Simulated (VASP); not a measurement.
Wanted: the native input for a VASP 6.6.1 run.

```yaml
Task: single point
Functional: PBE
Dispersion: D3(BJ)
Potentials_or_basis: VASP PAW PBE potentials, release 64 (Si, O)
Cutoff: 520 eV
k_mesh: 6 × 6 × 4
Occupations: gaussian, width 0.02 eV
Spin: no spin polarisation
Dipole_correction: no
Further_INCAR_settings: ALGO = Normal; EDIFF = 1e-06; NBANDS = 44
```

The structure of SiO2 lies in POSCAR:

```
SiO2
1.0
    4.9436196585      0.0000000000      0.0000000000
    0.0000000000      4.9436196585      0.0000000000
    0.0000000000      0.0000000000      6.8157575829
Si O
4 8
Direct
    0.3096383663      0.3096383663      0.0000000000
    0.1903616337      0.8096383663      0.2500000000
    0.6903616337      0.6903616337      0.5000000000
    0.8096383663      0.1903616337      0.7500000000
    0.2348208299      0.1245739019      0.1896968570
    0.3754260981      0.7348208299      0.4396968570
    0.7651791701      0.8754260981      0.6896968570
    0.6245739019      0.2651791701      0.9396968570
    0.7348208299      0.3754260981      0.5603031430
    0.8754260981      0.7651791701      0.3103031430
    0.2651791701      0.6245739019      0.0603031430
    0.1245739019      0.2348208299      0.8103031430
```

The input as run:

INCAR

```
PREC = Accurate
ENCUT = 520
EDIFF = 1E-6
ISMEAR = 0
SIGMA = 0.02
LREAL = False
LASPH = True
NELM = 60
ALGO = Normal
ISIF = 2
LWAVE = False
LCHARG = False
GGA = PE
IVDW = 12
NBANDS = 44
```

KPOINTS

```
Automatic mesh
0
Gamma
  6 6 4
```

Potentials or basis: VASP PAW PBE potentials, release 64 (Si, O).

Run with:

```console
$ cat potpaw_PBE.64/Si/POTCAR potpaw_PBE.64/O/POTCAR > POTCAR
$ mpirun -np 1 vasp_std > vasp.out
```

Results of the run:

* Pressure: 0.1 GPa
* Largest force: 0.022 eV/Å
* Band gap on the k mesh: 5.65 eV, direct
* Dispersion energy per atom: -0.126 eV

Run time: 2.3 min on 1 thread of Intel(R) Xeon(R) Platinum 8488C (Sapphire Rapids) (shared host), peak memory 0.36 GiB.
